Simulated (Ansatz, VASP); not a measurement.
## Two plane-wave programs on Rh

```
CELL_PARAMETERS angstrom
-1.51103 1.51103 1.51103
1.51103 -1.51103 1.51103
1.51103 1.51103 -1.51103
ATOMIC_POSITIONS crystal
Rh 0.00000 0.00000 0.00000
```

Alike in both runs: task single point; functional LDA; k mesh 8 × 8 × 8; occupations gaussian, width 0.1 eV; no spin polarisation.

```csv
,VASP,Ansatz
version,VASP 6.6.1,Ansatz 0.2.0
potentials or method,"VASP PAW LDA potentials, release 64 (Rh_pv), cutoff 500 eV","scalar-relativistic, plane waves, PAW"
valence electrons in the cell,15,17
```

Ansatz gave:

| Quantity | Value |
| --- | --- |
| gap on the k mesh at the Fermi level (eV) | none |
| pressure (GPa) | -4.3 |

Estimate VASP's values.

gap on the k mesh at the Fermi level (eV): none; pressure (GPa): -3.4.

LDA's correlation is that of Perdew and Zunger in VASP and of Perdew and Wang (1992) in Ansatz. A gap of «none» marks a metal or a gap that the smearing closes. VASP's potentials hold 15 valence electrons a cell and Ansatz's 17, so a difference there can come from the potentials and not from the codes.

The k mesh is coarse, so the values compare programs but aren't converged.
